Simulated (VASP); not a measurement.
Set up this calculation in VASP 6.6.1, as the native input.

| Property | Result |
| --- | --- |
| Task | single point |
| Functional | RPBE |
| Potentials or basis | VASP PAW PBE potentials, release 64 (Ti_sv) |
| Cutoff | 520 eV |
| k mesh | 8 × 8 × 11 |
| Occupations | fermi-dirac, width 0.1 eV |
| Spin | no spin polarisation |
| Dipole correction | no |
| Further INCAR settings | ALGO = Normal; EDIFF = 1e-06; NBANDS = 25 |

The structure of Ti lies in POSCAR:

```
Ti
1.0
    4.6287422425      0.0000000000      0.0000000000
   -2.3143711212      4.0086083695      0.0000000000
    0.0000000000      0.0000000000      2.8567573150
Ti
3
Direct
    0.0000000000      0.0000000000      0.0000000000
    0.3333333333      0.6666666667      0.5000000000
    0.6666666667      0.3333333333      0.5000000000
```

This isn't the form of Ti at room conditions, which is hcp.

The input as run:

INCAR

```
SYSTEM = Ti
PREC     = Accurate       ! precision mode
ENCUT    = 520            ! plane-wave cutoff, eV
EDIFF    = 1E-6           ! SCF threshold, eV
ISMEAR   = -1             ! smearing method
SIGMA    = 0.1            ! smearing width, eV
LREAL    = .False.        ! projectors in reciprocal space
LASPH    = .True.         ! aspherical terms in the spheres
NELM     = 60             ! most SCF steps
ALGO     = Normal         ! electronic algorithm
ISIF     = 2              ! what is computed and relaxed
LWAVE    = .False.        ! write WAVECAR
LCHARG   = .False.        ! write CHGCAR
GGA      = RP             ! functional
NBANDS   = 25             ! bands
```

KPOINTS

```
regular mesh
0
Gamma
  8 8 11
  0 0 0
```

Potentials or basis: VASP PAW PBE potentials, release 64 (Ti_sv).

Run with:

```console
$ cat potpaw_PBE.64/Ti_sv/POTCAR > POTCAR
$ mpirun -np 1 vasp_std > vasp.out
```

It gave:

The pressure is -0.2 GPa and the band gap on the k mesh is zero (bands 18 and 19 overlap by 0.20 eV).

Caveat: the PAW data sets were made with another functional, which shifts forces and pressure a little.

Run time: 2.2 min on 1 thread of Intel Xeon 8259CL, with other jobs on the host, peak memory 0.21 GiB.
